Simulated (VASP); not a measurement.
# CoCu3H6Cl2O6 in VASP: further runs

Runs on CoCu3H6Cl2O6. Level: PBE+U. Tasks: single point.

Everything below comes from runs of VASP 6.6.1. Logs are shortened: lines on timing, memory, paths and dates and some standing lists are left out, and cuts for length are marked.

### 1 The cell of the first run

It takes space group R-3m (No. 166, trigonal). The conventional cell has a = 6.841 Å, b = 6.841 Å, c = 14.093 Å, α = 90.00°, β = 90.00°, γ = 120.00°. Co (site symmetry -3m) has 6 O at 2.11 Å and 6 H at 2.56 Å within 2.8 Å. Cu (site symmetry 2/m) has 4 O at 1.99 Å and 4 H at 2.44 Å within 2.6 Å. Within 1.1 Å of H (site symmetry m) lie 1 O at 0.83 Å. Within 3.2 Å of Cl (site symmetry 3m) lie 3 H at 2.30 Å and 3 Cu at 2.78 Å and 6 O at 3.09 to 3.19 Å. Within 1.1 Å of O (site symmetry m) lie 1 H at 0.83 Å.

### 2 Single point, PBE+U, collinear spin, ferromagnetic start

The input, INCAR:

```
SYSTEM = CoCu3H6Cl2O6
  ALGO = Normal
  EDIFF = 1E-6
  ENCUT = 520
  GGA = PE
  ISIF = 2
  ISMEAR = 0
  ISPIN = 2
  LASPH = .TRUE.
  LCHARG = .FALSE.
  LDAU = .TRUE.
  LDAUJ = 0 0 0 0 0
  LDAUL = 2 2 -1 -1 -1
  LDAUPRINT = 1
  LDAUTYPE = 2
  LDAUU = 3.3 4 0 0 0
  LMAXMIX = 4
  LORBIT = 11
  LREAL = Auto
  LWAVE = .FALSE.
  MAGMOM = 3 1 1 1 0 0 0 0 0 0 0 0 0 0 0 0 0 0
  NBANDS = 68
  NELM = 150
  PREC = Accurate
  SIGMA = 0.05
```

The input, KPOINTS:

```
k-points
0
G
  3 3 3
  0 0 0
```

The input, POSCAR:

```
CoCu3H6Cl2O6
1.0
    3.4205910000      1.9748791300      4.6975223300
   -3.4205910000      1.9748791300      4.6975223300
    0.0000000000     -3.9497582700      4.6975223300
Co Cu H Cl O
1 3 6 2 6
Direct
    1.0000000000      0.0000000000      0.0000000000
    0.5000000000      1.0000000000      0.0000000000
    0.0000000000      0.5000000000      0.0000000000
    0.0000000000      0.0000000000      0.5000000000
    0.2760000000      0.2760000000      0.7000000000
    0.7000000000      0.2760000000      0.2760000000
    0.2760000000      0.7000000000      0.2760000000
    0.3000000000      0.7240000000      0.7240000000
    0.7240000000      0.7240000000      0.3000000000
    0.7240000000      0.3000000000      0.7240000000
    0.3052100000      0.3052100000      0.3052100000
    0.6947900000      0.6947900000      0.6947900000
    0.2314500000      0.2314500000      0.8521000000
    0.8521000000      0.2314500000      0.2314500000
    0.2314500000      0.8521000000      0.2314500000
    0.1479000000      0.7685500000      0.7685500000
    0.7685500000      0.7685500000      0.1479000000
    0.7685500000      0.1479000000      0.7685500000
```

Potentials or basis: VASP PAW PBE potentials, release 64 (Co, Cu, H, Cl, O).

Launch:

```bash
> cat potpaw_PBE.64/Co/POTCAR potpaw_PBE.64/Cu/POTCAR potpaw_PBE.64/H/POTCAR potpaw_PBE.64/Cl/POTCAR potpaw_PBE.64/O/POTCAR > POTCAR
> mpirun -np 1 vasp_std > vasp.out
```

OUTCAR:

```text
SYSTEM = CoCu3H6Cl2O6
   EDIFF = 1E-6
   ENCUT = 520
   GGA = PE
   ISIF = 2
   ISMEAR = 0
   ISPIN = 2
   LASPH = .TRUE.
   LORBIT = 11
   LREAL = Auto
   NELM = 150
   PREC = Accurate

 ion  position               nearest neighbor table
   1  0.000  0.000  0.000-  13 2.11  17 2.11  15 2.11  16 2.11  14 2.11  18 2.11
   2  0.500  0.000  0.000-  15 1.99  18 1.99  17 1.99  13 1.99
   3  0.000  0.500  0.000-  14 1.99  16 1.99  13 1.99  17 1.99
   4  0.000  0.000  0.500-  14 1.99  15 1.99  16 1.99  18 1.99
   5  0.276  0.276  0.700-  13 0.83
   6  0.700  0.276  0.276-  14 0.83
   7  0.276  0.700  0.276-  15 0.83
   8  0.300  0.724  0.724-  16 0.83
   9  0.724  0.724  0.300-  17 0.83
  10  0.724  0.300  0.724-  18 0.83
  11  0.305  0.305  0.305-
  12  0.695  0.695  0.695-
  13  0.231  0.231  0.852-   5 0.83   3 1.99   2 1.99   1 2.11
  14  0.852  0.231  0.231-   6 0.83   3 1.99   4 1.99   1 2.11
  15  0.231  0.852  0.231-   7 0.83   2 1.99   4 1.99   1 2.11
  16  0.148  0.769  0.769-   8 0.83   3 1.99   4 1.99   1 2.11
  17  0.769  0.769  0.148-   9 0.83   3 1.99   2 1.99   1 2.11
  18  0.769  0.148  0.769-  10 0.83   2 1.99   4 1.99   1 2.11

  LATTYP: Found a trigonal (rhomboedric) cell.
 ALAT       =     6.1373696653
 COS(alpha) =     0.3787481025

  Lattice vectors:

 A1 = (   3.4205910000,   1.9748791300,   4.6975223300)
 A2 = (  -3.4205910000,   1.9748791300,   4.6975223300)
 A3 = (   0.0000000000,  -3.9497582700,   4.6975223300)

Analysis of symmetry for initial positions (statically):
=====================================================================
 Subroutine PRICEL returns:
 Original cell was already a primitive cell.

 Routine SETGRP: Setting up the symmetry group for a
 trigonal (rhombohedral) supercell.

 Subroutine GETGRP returns: Found 12 space group operations
 (whereof 12 operations were pure point group operations)
 out of a pool of 12 trial point group operations.

The static configuration has the point symmetry D_3d.

Analysis of symmetry for dynamics (positions and initial velocities):
=====================================================================
 Subroutine PRICEL returns:
 Original cell was already a primitive cell.

 Routine SETGRP: Setting up the symmetry group for a
 trigonal (rhombohedral) supercell.

 Subroutine GETGRP returns: Found 12 space group operations
 (whereof 12 operations were pure point group operations)
 out of a pool of 12 trial point group operations.

The dynamic configuration has the point symmetry D_3d.

Analysis of structural, dynamic, and magnetic symmetry:
=====================================================================
 Subroutine PRICEL returns:
 Original cell was already a primitive cell.

 Routine SETGRP: Setting up the symmetry group for a
 trigonal (rhombohedral) supercell.

 Subroutine GETGRP returns: Found 12 space group operations
 (whereof 12 operations were pure point group operations)
 out of a pool of 12 trial point group operations.

The overall configuration has the point symmetry D_3d.

 Subroutine INISYM returns: Found 12 space group operations
 (whereof 12 operations are pure point group operations),
 and found     1 'primitive' translations

----------------------------------------------------------------------------------------

                                     Primitive cell

  volume of cell :     190.3977

  direct lattice vectors                    reciprocal lattice vectors
     3.420591000  1.974879130  4.697522330     0.146173571  0.084393350  0.070959393
    -3.420591000  1.974879130  4.697522330    -0.146173571  0.084393350  0.070959393
     0.000000000 -3.949758270  4.697522330     0.000000000 -0.168786701  0.070959393
[... 117 lines left out ...]
     AMIX_MAG =   1.60;   BMIX_MAG =  1.00
  volume/ion in A,a.u.               =      10.58        71.38
  Fermi-wavevector in a.u.,A,eV,Ry     =   1.311987  2.479296 23.419850  1.721310
  Thomas-Fermi vector in A             =   2.442411
   LORBIT       =     11    0 simple, 1 ext, 2 COOP (PROOUT), +10 PAW based schemes
 LDA+U is selected, type is set to LDAUTYPE =  2
   angular momentum for each species LDAUL =     2    2   -1   -1   -1
   U (eV)           for each species LDAUU =   3.3  4.0  0.0  0.0  0.0
   J (eV)           for each species LDAUJ =   0.0  0.0  0.0  0.0  0.0
   GGA     = PE    functional components
   LHFCALC =     F    Hartree Fock is set to
   AEXX    =    0.0000 exact exchange contribution
   IVDW    =     0    specifies the selected vdW correction
   LEPSILON=     F    determine dielectric tensor
   LRPA    =     F    only Hartree local field effects (RPA)
 spin polarized calculation
 Gauss-broadening in eV      SIGMA  =   0.05
  energy-cutoff  :      520.00
  volume of cell :      190.40
 maximum number of plane-waves:      5141
 NGX is ok and might be reduce to    48
   NGX = 23   NGY = 23   NGZ = 23

atom =   1  type =  1  l = 2

 onsite density matrix

spin component  1
[... 116 lines left out ...]
  o =  0.3218  v =  0.0000  0.0000  0.0000  0.0000  0.0000  0.8140 -0.0000 -0.0000 -0.5809  0.0000      0.0000  0.0000  0.0000  0.0000  0.0000  0.0000  0.0000  0.0000  0.0000  0.0000
  o =  0.9659  v =  0.0000  0.0000  0.0000  0.0000  0.0000 -0.0000 -0.0103 -0.8039 -0.0000 -0.5947      0.0000  0.0000  0.0000  0.0000  0.0000  0.0000  0.0000  0.0000  0.0000  0.0000
  o =  0.9672  v =  0.0000  0.0000  0.0000  0.0000  0.0000 -0.5809 -0.0000 -0.0000 -0.8140  0.0000      0.0000  0.0000  0.0000  0.0000  0.0000  0.0000  0.0000  0.0000  0.0000  0.0000
  o =  0.9703  v = -0.0000  0.1184  0.7099 -0.0000  0.6943  0.0000  0.0000  0.0000  0.0000  0.0000      0.0000  0.0000  0.0000  0.0000  0.0000  0.0000  0.0000  0.0000  0.0000  0.0000
  o =  0.9717  v =  0.5798  0.0000 -0.0000  0.8148  0.0000  0.0000  0.0000  0.0000  0.0000  0.0000      0.0000  0.0000  0.0000  0.0000  0.0000  0.0000  0.0000  0.0000  0.0000  0.0000
  o =  0.9727  v =  0.0000  0.0000  0.0000  0.0000  0.0000 -0.0000  0.4718  0.5204 -0.0000 -0.7117      0.0000  0.0000  0.0000  0.0000  0.0000  0.0000  0.0000  0.0000  0.0000  0.0000
  o =  0.9759  v =  0.0000  0.0000  0.0000  0.0000  0.0000  0.0000 -0.8816  0.2879  0.0000 -0.3739      0.0000  0.0000  0.0000  0.0000  0.0000  0.0000  0.0000  0.0000  0.0000  0.0000
  o =  0.9761  v = -0.0000  0.0041 -0.6996 -0.0000  0.7146  0.0000  0.0000  0.0000  0.0000  0.0000      0.0000  0.0000  0.0000  0.0000  0.0000  0.0000  0.0000  0.0000  0.0000  0.0000
  o =  0.9789  v = -0.0000  0.9930 -0.0818 -0.0000 -0.0858  0.0000  0.0000  0.0000  0.0000  0.0000      0.0000  0.0000  0.0000  0.0000  0.0000  0.0000  0.0000  0.0000  0.0000  0.0000
  o =  1.0235  v = -0.8148 -0.0000 -0.0000  0.5798  0.0000  0.0000  0.0000  0.0000  0.0000  0.0000      0.0000  0.0000  0.0000  0.0000  0.0000  0.0000  0.0000  0.0000  0.0000  0.0000

 number of electron      97.9999981 magnetization       6.0000711

 Free energy of the ion-electron system (eV)
  ---------------------------------------------------
  ext. energy  EPLUGINS =         0.00000000
  ---------------------------------------------------
  free energy    TOTEN  =       -76.88145862 eV

  energy without entropy =      -76.85826708  energy(sigma->0) =      -76.86986285

 E-fermi :   2.7215     XC(G=0):  -9.6414

 val. band max:        2.7195994938   @ k =  -0.3333   0.3333   0.0000
 cond. band min:       2.7345948591   @ k =  -0.3333   0.3333   0.3333
 fundamental gap:      0.0149953653
 Fermi energy:         2.7214549605

 spin component 1

 k-point     1 :       0.0000    0.0000    0.0000
  band No.  band energies     occupation
      1     -18.8983      1.00000
      2     -18.4155      1.00000
      3     -18.3513      1.00000
      4     -18.3513      1.00000
      5     -18.3411      1.00000
      6     -18.3411      1.00000
[... 373 lines left out ...]
     60      10.6910      0.00000
     61      11.0126      0.00000
 Fermi energy:         2.7214549605

 spin component 2

 k-point     1 :       0.0000    0.0000    0.0000
  band No.  band energies     occupation
      1     -18.6598      1.00000
      2     -18.1713      1.00000
      3     -18.1089      1.00000
      4     -18.1089      1.00000
      5     -18.0339      1.00000
      6     -18.0339      1.00000
[... 373 lines left out ...]
     60      10.8094      0.00000
     61      11.1924      0.00000
 [bands above 61 left out]

------------------------ aborting loop because EDIFF is reached ----------------------------------------

  FORCE on cell =-STRESS in cart. coord.  units (eV):
  Direction    XX          YY          ZZ          XY          YZ          ZX
  --------------------------------------------------------------------------------------
  -------------------------------------------------------------------------------------
  Total       29.1920296     29.1920296      8.8907326      0.0000000     -0.0000000     -0.0000000
  in kB      245.6479248    245.6479245     74.8145997      0.0000000     -0.0000001     -0.0000000
  external PRESSURE =     188.7034830 kB  Pullay stress =       0.0000000 kB

 VOLUME and BASIS-vectors are now :
 -----------------------------------------------------------------------------
  energy-cutoff  :      520.00
  volume of cell :      190.40
      direct lattice vectors                 reciprocal lattice vectors
     3.420591000  1.974879130  4.697522330     0.146173571  0.084393350  0.070959393
    -3.420591000  1.974879130  4.697522330    -0.146173571  0.084393350  0.070959393
     0.000000000 -3.949758270  4.697522330     0.000000000 -0.168786701  0.070959393

 POSITION                                       TOTAL-FORCE (eV/Angst)
 -----------------------------------------------------------------------------------
      0.00000      0.00000      0.00000         0.000000      0.000000     -0.000000
      1.71030      0.98744      2.34876         0.000000      0.000000     -0.000000
     -1.71030      0.98744      2.34876         0.000000      0.000000     -0.000000
      0.00000     -1.97488      2.34876         0.000000      0.000000     -0.000000
      0.00000     -1.67470      5.88130         0.000000     11.534317     -4.519876
      1.45033      0.83735      5.88130        -9.989011     -5.767158     -4.519876
[... 10 lines left out ...]
      0.00000      2.45142      7.91533         0.000000     11.176669     -4.260711
      2.12299     -1.22571      7.91533         9.679279     -5.588334     -4.260711
 -----------------------------------------------------------------------------------
    total drift:                               -0.000000     -0.000000      0.000000

  FREE ENERGIE OF THE ION-ELECTRON SYSTEM (eV)
  ---------------------------------------------------
  free  energy   TOTEN  =       -76.8814586160 eV

  energy  without entropy=      -76.8582670796  energy(sigma->0) =      -76.86986285

 total charge

# of ion       s       p       d       tot
------------------------------------------
    1        0.299   0.365   7.080   7.744
    2        0.333   0.355   9.105   9.792
    3        0.333   0.355   9.105   9.792
    4        0.333   0.355   9.105   9.792
    5        0.802   0.305   0.000   1.107
    6        0.802   0.305   0.000   1.107
[... 10 lines left out ...]
   17        1.569   3.694   0.000   5.263
   18        1.569   3.694   0.000   5.263
--------------------------------------------------
tot         18.715  32.531  34.394  85.640

 magnetization (x)

# of ion       s       p       d       tot
------------------------------------------
    1        0.008   0.010   2.749   2.767
    2       -0.002   0.001   0.717   0.716
    3       -0.002   0.001   0.717   0.716
    4       -0.002   0.001   0.717   0.716
    5       -0.001   0.006   0.000   0.005
    6       -0.001   0.006   0.000   0.005
[... 10 lines left out ...]
   17        0.014   0.141   0.000   0.155
   18        0.014   0.141   0.000   0.155
--------------------------------------------------
tot          0.081   0.919   4.900   5.901
```

It took 8.2 min on 1 thread of Intel Xeon Platinum 8488C (Sapphire Rapids), shared host; peak memory 0.46 GiB.

Results:

| Property | Result |
| --- | --- |
| Free energy | -76.8815 eV |
| Pressure | 18.9 GPa |
| Largest force | 12.388 eV/Å |
| Band gap on the k mesh | zero (filled and empty bands overlap) |
| Net moment | 6.00 μB per cell |
| Site moments | Co +2.77; Cu +0.72; H +0.01; Cl +0.01; O +0.15 μB |
| Valence electrons inside the program's atomic spheres | Co 7.74; Cu 9.79; H 1.11; Cl 5.15; O 5.26 |

Forces on the atoms (eV/Å):
```
Co    0.000   0.000   0.000
Cu    0.000   0.000   0.000
Cu    0.000   0.000   0.000
Cu    0.000   0.000   0.000
H     0.000  11.534  -4.520
H    -9.989  -5.767  -4.520
H     9.989  -5.767  -4.520
H     9.989   5.767   4.520
H     0.000 -11.534   4.520
H    -9.989   5.767   4.520
Cl    0.000   0.000   0.069
Cl    0.000   0.000  -0.069
O     0.000 -11.177   4.261
O     9.679   5.588   4.261
O    -9.679   5.588   4.261
O    -9.679  -5.588  -4.261
O     0.000  11.177  -4.261
O     9.679  -5.588  -4.261
```

Eigenvalues of the final occupation matrices:
| site | spin | trace | eigenvalues |
| --- | --- | --- | --- |
| site 1 d | 1 | 4.93 | 0.96 0.97 0.97 1.02 1.02 |
| site 1 d | 2 | 2.18 | 0.14 0.14 0.48 0.48 0.95 |
| site 2 d | 1 | 4.92 | 0.97 0.97 0.98 0.98 1.02 |
| site 2 d | 2 | 4.20 | 0.32 0.97 0.97 0.97 0.98 |
| site 3 d | 1 | 4.92 | 0.97 0.97 0.98 0.98 1.02 |
| site 3 d | 2 | 4.20 | 0.32 0.97 0.97 0.97 0.98 |
| site 4 d | 1 | 4.92 | 0.97 0.97 0.98 0.98 1.02 |
| site 4 d | 2 | 4.20 | 0.32 0.97 0.97 0.97 0.98 |

Caveat: the k points lie up to 0.38 Å⁻¹ apart; forces of over 1 eV/Å act on the atoms, so gaps and moduli don't describe the material at rest. The state reached can hang on the start; a lower one may exist.

### 3 Single point, PBE+U, collinear spin, antiferromagnetic start

This run uses another cell than the first one, of 10.95 Å³/atom.

The input, INCAR:

```
SYSTEM = CoCu3H6Cl2O6
ALGO = Normal
EDIFF = 1E-6
ENCUT = 520
GGA = PE
ISIF = 2
ISMEAR = 0
ISPIN = 2
LASPH = .True.
LCHARG = .True.
LDAU = .True.
LDAUJ = 0 0 0 0 0
LDAUL = 2 2 -1 -1 -1
LDAUPRINT = 1
LDAUTYPE = 2
LDAUU = 3.3 4 0 0 0
LELF = .True.
LMAXMIX = 4
LORBIT = 11
LREAL = Auto
LVHAR = .True.
LWAVE = .False.
MAGMOM = 3 -1 -1 -1 0 0 0 0 0 0 0 0 0 0 0 0 0 0
NBANDS = 68
NELM = 150
PREC = Accurate
SIGMA = 0.05
```

The input, KPOINTS:

```
k-points
0
Gamma
  3 3 3
  0 0 0
```

The input, POSCAR:

```
CoCu3H6Cl2O6
1.0
    3.4834439778      2.0079463384      4.7090939349
   -3.4667487341      2.0015283132      4.6996702678
    0.0027894490     -4.0207241491      4.7090939328
Co Cu H Cl O
1 3 6 2 6
Direct
    1.0000000000      0.0000000000      0.0000000000
    0.5000000000      1.0000000000      0.0000000000
    0.0000000000      0.5000000000      0.0000000000
    0.0000000000      0.0000000000      0.5000000000
    0.2775874854      0.2783065077      0.6740646232
    0.6740646232      0.2783065077      0.2775874854
    0.2789138489      0.6756328750      0.2789138489
    0.3259353768      0.7216934923      0.7224125146
    0.7224125146      0.7216934923      0.3259353768
    0.7210861511      0.3243671250      0.7210861511
    0.3124340730      0.3147892235      0.3124340730
    0.6875659270      0.6852107765      0.6875659270
    0.2320529267      0.2315701280      0.8521284558
    0.8521284558      0.2315701280      0.2320529267
    0.2329684703      0.8542499354      0.2329684703
    0.1478715442      0.7684298720      0.7679470733
    0.7679470733      0.7684298720      0.1478715442
    0.7670315297      0.1457500646      0.7670315297
```

Potentials or basis: VASP PAW PBE potentials, release 64 (Co, Cu, H, Cl, O).

Launch:

```bash
> cat potpaw_PBE.64/Co/POTCAR potpaw_PBE.64/Cu/POTCAR potpaw_PBE.64/H/POTCAR potpaw_PBE.64/Cl/POTCAR potpaw_PBE.64/O/POTCAR > POTCAR
> mpirun -np 1 vasp_std > vasp.out
```

Run time: 14 min. Hardware: 1 thread of Intel Xeon Platinum 8488C (Sapphire Rapids), shared host; peak memory 0.51 GiB.

The run converged. Its results:

| Item | Value |
| --- | --- |
| Free energy | -82.4890 eV |
| Pressure | -1.0 GPa |
| Largest force | 0.246 eV/Å |
| Band gap on the k mesh | 1.28 eV (least direct gap 1.42 eV) |
| Net moment | 0.00 μB per cell |
| Site moments | Co +2.73; Cu -0.71, -0.70 (each value once); H -0.00; Cl -0.01; O -0.09 μB |
| Valence electrons inside the program's atomic spheres | Co 7.72; Cu 9.75; H 0.72; Cl 5.14; O 5.10 |

Forces on the atoms (eV/Å):
```
Co   0.000  0.000  0.000
Cu   0.000  0.000  0.000
Cu   0.000  0.000  0.000
Cu   0.000  0.000  0.000
H    0.002  0.085 -0.031
H   -0.072 -0.045 -0.031
H    0.067 -0.038 -0.031
H    0.072  0.045  0.031
H   -0.002 -0.085  0.031
H   -0.067  0.038  0.031
Cl   0.001 -0.001 -0.052
Cl  -0.001  0.001  0.052
O   -0.008 -0.244  0.026
O    0.208  0.129  0.026
O   -0.178  0.103  0.042
O   -0.208 -0.129 -0.026
O    0.008  0.244 -0.026
O    0.178 -0.103 -0.042
```

Stress tensor (GPa, compression positive):
```
-0.98 -0.04  0.01
-0.04 -1.02 -0.01
 0.01 -0.01 -0.88
```

Levels at points of the mesh, in eV from the valence-band top:
Spin up:
```
           k point  band 47  band 48  band 49  band 50  band 51  band 52
(0.00, 0.00, 0.00)    -0.67    -0.27    -0.25     1.44     1.47     2.38
```
Spin down:
```
           k point  band 47  band 48  band 49  band 50  band 51  band 52
(0.00, 0.00, 0.00)    -0.40    -0.34     0.00     3.16     3.61     4.18
```

Eigenvalues of the final occupation matrices:
| site | spin | trace | eigenvalues |
| --- | --- | --- | --- |
| site 1 d | 1 | 4.91 | 0.96 0.96 0.97 1.01 1.01 |
| site 1 d | 2 | 2.20 | 0.02 0.13 0.13 0.95 0.96 |
| site 2 d | 1 | 4.20 | 0.32 0.97 0.97 0.97 0.98 |
| site 2 d | 2 | 4.91 | 0.97 0.97 0.97 0.98 1.02 |
| site 3 d | 1 | 4.20 | 0.33 0.97 0.97 0.97 0.98 |
| site 3 d | 2 | 4.91 | 0.97 0.97 0.97 0.98 1.02 |
| site 4 d | 1 | 4.20 | 0.32 0.97 0.97 0.97 0.98 |
| site 4 d | 2 | 4.91 | 0.97 0.97 0.97 0.98 1.02 |

Caveat: an odd mesh through Γ misses points on the zone boundary, where band edges can lie.
